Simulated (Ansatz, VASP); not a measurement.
**Al: VASP beside Ansatz**

```
Al
1.0
    -1.63100    1.63100    1.59122
     1.63100   -1.63100    1.59122
     1.63100    1.63100   -1.59122
Al
1
Direct
  0.00000 0.00000 0.00000
```

Change from the starting cell: strain +0.025 along x and y, +0.000 along z, atoms carried along.

Alike in both runs: task single point; functional LDA; k mesh 20 × 20 × 20; occupations gaussian, width 0.15 eV; no spin polarisation.

|  | VASP | Ansatz |
| --- | --- | --- |
| version | VASP 6.6.1 | Ansatz 0.2.0 |
| potentials or method | VASP PAW LDA potentials, release 64 (Al), cutoff 520 eV | scalar-relativistic, plane waves, PAW |
| valence electrons in the cell | 3 | 3 |

|  | VASP | Ansatz | Ansatz less VASP |
| --- | --- | --- | --- |
| gap on the k mesh at the Fermi level (eV) | none | none | - |
| pressure (GPa) | -2.9 | -3.0 | -0.05 |
| traceless stress, the component that is largest in VASP (GPa) | -0.49 | -0.48 | +0.008 |

LDA's correlation is that of Perdew and Zunger in VASP and of Perdew and Wang (1992) in Ansatz. A gap of «none» marks a metal or a gap that the smearing closes.
